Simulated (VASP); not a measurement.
# Cu: single point with PBEsol

Crystal: Cu.

```xyz
2
Lattice="1.2185 -3.9764 0.0000 1.2185 3.9764 0.0000 0.0000 0.0000 2.5745" Properties=species:S:1:pos:R:3 pbc="T T T"
Cu    1.2185    2.9118    0.6436
Cu    1.2185   -2.9118    1.9309
```

This cell differs from its parent crystal: strain +0.000 along x and y, +0.040 along z.

| Property | Result |
| --- | --- |
| Program | VASP 6.6.1 |
| Task | single point |
| Functional | PBEsol |
| Potentials or basis | VASP PAW PBE potentials, release 64 (Cu) |
| Cutoff | 520 eV |
| k mesh | 20 × 20 × 20 |
| Occupations | gaussian, width 0.15 eV |
| Spin | no spin polarisation |
| Dipole correction | no |
| Further INCAR settings | ALGO = Fast; EDIFF = 1e-06; NBANDS = 18 |

- Pressure: -5.8 GPa
- Largest force: 0.041 eV/Å
- Band gap on the k mesh: zero (bands 11 and 12 overlap by 5.46 eV)

Forces in eV/Å, atoms in the order of the input:
```
Cu   0.000 -0.041  0.000
Cu   0.000  0.041  0.000
```

Stress tensor (GPa, compression positive):
```
-2.14  0.00  0.00
 0.00 -5.67  0.00
 0.00  0.00 -9.49
```

Levels at points of the mesh, in eV from the Fermi level:
```
           k point  band 9  band 10  band 11  band 12  band 13  band 14
(0.00, 0.00, 0.00)   -1.75    -1.61    -1.36     0.24     4.90    13.17
(0.50, 0.00, 0.00)   -2.06    -1.58    -0.32     1.43     2.79     6.99
(0.50, 0.50, 0.00)   -2.24    -1.84    -1.51    -1.43    13.85    15.45
(0.00, 0.00, 0.50)   -1.57    -1.57    -0.23    -0.23     7.92     7.92
(0.50, 0.00, 0.50)   -1.23    -1.23     3.58     3.58     7.21     7.21
(0.50, 0.50, 0.50)   -1.53    -1.53    -1.01    -1.01     3.24     3.24
```

Run time: 16 min on 1 thread of Intel Xeon 8259CL, on a shared host, peak memory 0.53 GiB.

Caveat: the cell differs from its parent crystal (strain +0.000 along x and y, +0.040 along z); the stress differs along the axes, from -9 to -2 GPa; the PAW data sets were made with another functional, which shifts forces and pressure a little.
